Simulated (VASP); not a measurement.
Input of a VASP 6.6.1 run:

The input POSCAR:

```
MgO
1.0
    0.0000000000      2.0970013927      2.0970013927
    2.0970013927      0.0000000000      2.0970013927
    2.0970013927      2.0970013927      0.0000000000
Mg O
1 1
Direct
    0.0000000000      0.0000000000      0.0000000000
    0.5000000000      0.5000000000      0.5000000000
```

The input INCAR.step1:

```
PREC     = Accurate       # precision mode
ENCUT    = 520            # plane-wave cutoff, eV
EDIFF    = 1E-5           # SCF threshold, eV
ISMEAR   = 1              # smearing method
SIGMA    = 0.05           # smearing width, eV
LREAL    = False          # projectors in reciprocal space
LASPH    = True           # aspherical terms in the spheres
NELM     = 80             # most SCF steps
ALGO     = Normal         # electronic algorithm
ISIF     = 2              # what is computed and relaxed
LWAVE    = True           # write WAVECAR
LCHARG   = False          # write CHGCAR
NBANDS   = 11             # bands
GGA      = PE             # functional
```

The input INCAR.step2:

```
PREC     = Accurate       # precision mode
ENCUT    = 520            # plane-wave cutoff, eV
EDIFF    = 1E-7           # SCF threshold, eV
ISMEAR   = 1              # smearing method
SIGMA    = 0.05           # smearing width, eV
LREAL    = False          # projectors in reciprocal space
LASPH    = True           # aspherical terms in the spheres
NELM     = 80             # most SCF steps
ALGO     = Normal         # electronic algorithm
ISIF     = 2              # what is computed and relaxed
LWAVE    = False          # write WAVECAR
LCHARG   = False          # write CHGCAR
GGA      = PE             # functional
LHFCALC  = True           # exact exchange
AEXX     = 0.25           # exact-exchange fraction
PRECFOCK = Normal       
IVDW     = 12             # dispersion correction
NBANDS   = 11             # bands
ISTART   = 1
```

File KPOINTS:

```
regular mesh
0
Gamma
  6 6 6
```

Potentials or basis: VASP PAW PBE potentials, release 64 (Mg, O).

The run is started by

```sh
$ cat potpaw_PBE.64/Mg/POTCAR potpaw_PBE.64/O/POTCAR > POTCAR
$ cp INCAR.step1 INCAR
$ mpirun -np 1 vasp_std > vasp.out
$ cp INCAR.step2 INCAR
$ mpirun -np 1 vasp_std > vasp.out
```

(1) What does it give for the band gap on the k mesh?

(2) What does it give for the pressure?

## Answers

(1) 7.32 eV.

(2) -5.0 GPa.

Caveat: the k points lie up to 0.43 Å⁻¹ apart; three body term missing; the PAW data sets were made with another functional, which shifts forces and pressure a little.
